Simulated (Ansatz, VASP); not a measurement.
**IrPt2: VASP beside Ansatz**

```
CELL_PARAMETERS angstrom
2.78610 0.00000 0.00000
-1.39305 2.41283 0.00000
0.00000 0.00000 6.80150
ATOMIC_POSITIONS crystal
Ir 0.00000 0.00000 0.00000
Pt 0.33333 0.66667 0.32866
Pt 0.66667 0.33333 0.67134
```

Alike in both runs: functional PBE; k mesh 8 × 8 × 3; occupations gaussian, width 0.2 eV; no spin polarisation.

Ansatz relaxed the structure, and its values are those at the end. VASP's run is a single point on that final structure, the one shown.

|  | VASP | Ansatz |
| --- | --- | --- |
| version | VASP 6.6.1 | Ansatz 0.2.0 |
| potentials or method | VASP PAW PBE potentials, release 64 (Ir, Pt), cutoff 520 eV | scalar-relativistic, plane waves, PAW |
| valence electrons in the cell | 29 | 53 |

VASP gave:

| Item | Value |
| --- | --- |
| gap on the k mesh at the Fermi level (eV) | none |
| pressure (GPa) | -0.2 |
| rms of the force components (eV/Å) | 0.011 |

Q: Which values does Ansatz return?

A: gap on the k mesh at the Fermi level (eV): none; pressure (GPa): 0.0; rms of the force components (eV/Å): 0.000.

A gap of «none» marks a metal or a gap that the smearing closes. The functional is the same, so the differences come from potentials, cutoffs and numerics. VASP's potentials hold 29 valence electrons a cell and Ansatz's 53, so a difference there can come from the potentials and not from the codes.

Neither program's run includes spin-orbit coupling.
